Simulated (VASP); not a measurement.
Input of a VASP 6.6.1 run:

Contents of INCAR:

```
SYSTEM = La
ALGO     = Normal         ! electronic algorithm
EDIFF    = 1E-6           ! SCF threshold, eV
ENCUT    = 520            ! plane-wave cutoff, eV
GGA      = PS             ! functional
ISIF     = 2              ! what is computed and relaxed
ISMEAR   = 1              ! smearing method
LASPH    = .True.         ! aspherical terms in the spheres
LCHARG   = .True.         ! write CHGCAR
LELF     = .True.         ! ELF
LREAL    = .False.        ! projectors in reciprocal space
LVHAR    = .True.       
LWAVE    = .False.        ! write WAVECAR
NBANDS   = 30             ! bands
NELM     = 100            ! most SCF steps
PREC     = Accurate       ! precision mode
SIGMA    = 0.05           ! smearing width, eV
```

Contents of KPOINTS:

```
k-points
0
Gamma
  8 8 2
  0 0 0
```

File POSCAR:

```
La
1.0
    3.6592524895      0.0000000000      0.0000000000
   -1.8296262447      3.1690056147      0.0000000000
    0.0000000000      0.0000000000     11.7162138644
La
4
Direct
    0.0000000000      0.0000000000      0.0000000000
    0.0000000000      0.0000000000      0.5000000000
    0.3333333333      0.6666666667      0.7500000000
    0.6666666667      0.3333333333      0.2500000000
```

Potentials or basis: VASP PAW PBE potentials, release 64 (La).

Launch:

```bash
$ cat potpaw_PBE.64/La/POTCAR > POTCAR
$ mpirun -np 1 vasp_std > vasp.out
```

(1) Estimate the band gap on the k mesh.

(2) What does it give for the pressure?

## Answers

(1) zero (band 22 reaches 9.42 eV, above the bottom of band 23 at 8.42 eV).

(2) 0.1 GPa.

Caveat: the PAW data sets were made with another functional, which shifts forces and pressure a little; spin-orbit coupling is left out, which moves the levels of the heavy elements.
